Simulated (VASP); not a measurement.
Crystal: TiO2.

```
CELL_PARAMETERS angstrom
0.00000 2.42080 2.42080
2.42080 0.00000 2.42080
2.42080 2.42080 0.00000
ATOMIC_POSITIONS crystal
Ti 0.00000 0.00000 0.00000
O 0.25000 0.25000 0.25000
O 0.75000 0.75000 0.75000
```

This cell differs from its parent crystal: strain +1.0%.

Base run:

| Property | Result |
| --- | --- |
| Program | VASP 6.6.1 |
| Functional | r2SCAN |
| Potentials or basis | VASP PAW PBE potentials, release 64 (Ti_sv, O) |
| Cutoff | 520 eV |
| k mesh | 10 × 10 × 10 |
| Occupations | gaussian, width 0.01 eV |
| Spin | no spin polarisation |

Its results: band gap on the k mesh 1.51 eV, indirect (least direct gap 2.17 eV); pressure -6.4 GPa.

Problem. The run is repeated on the same cell with these changes: potentials or basis from VASP PAW PBE potentials, release 64 (Ti_sv, O) to VASP PAW PBE potentials, release 64 (Ti_sv, O_h); cutoff from 520 eV to 910 eV. What comes out?

Solution. Band gap on the k mesh 1.51 eV, indirect (least direct gap 2.17 eV); pressure -6.8 GPa.

Caveats: the PAW data sets were made with another functional, which shifts forces and pressure a little; the cutoff is under 1.25 times the usual one of these potentials, so pressure, stress and relaxed cells hold a basis-set (Pulay) error (some runs).

A k mesh can miss the band edges.
